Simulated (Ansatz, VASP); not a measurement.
## Two plane-wave programs on Ge

```xyz
2
Lattice="-2.5329 2.5356 1.4004 2.5356 -2.5329 1.4004 2.5473 2.5473 -1.3954" Properties=species:S:1:pos:R:3 pbc="T T T"
Ge    0.0149    5.0824    0.0050
Ge    0.0075    2.5426    0.7027
```

Alike in both runs: task single point; functional revPBE; k mesh 14 × 14 × 10; occupations fermi-dirac, width 0.1 eV; no spin polarisation.

```csv
,VASP,Ansatz
version,VASP 6.6.1,Ansatz 0.2.0
potentials or method,"VASP PAW PBE potentials, release 64 (Ge_d), cutoff 520 eV","plane waves (420 eV) with PAW, scalar-relativistic"
valence electrons in the cell,28,28
```

VASP gave:

| Quantity | Value |
| --- | --- |
| pressure (GPa) | 6.3 |
| traceless stress, the component that is largest in VASP (GPa) | -0.43 |

Q: What did Ansatz give for the same quantities?

A: Pressure (GPa): 6.5; traceless stress, the component that is largest in VASP (GPa): -0.43.

VASP's potentials were made for PBE, not for revPBE. With one functional, cell and mesh, what is left measures potentials, basis and numerics.
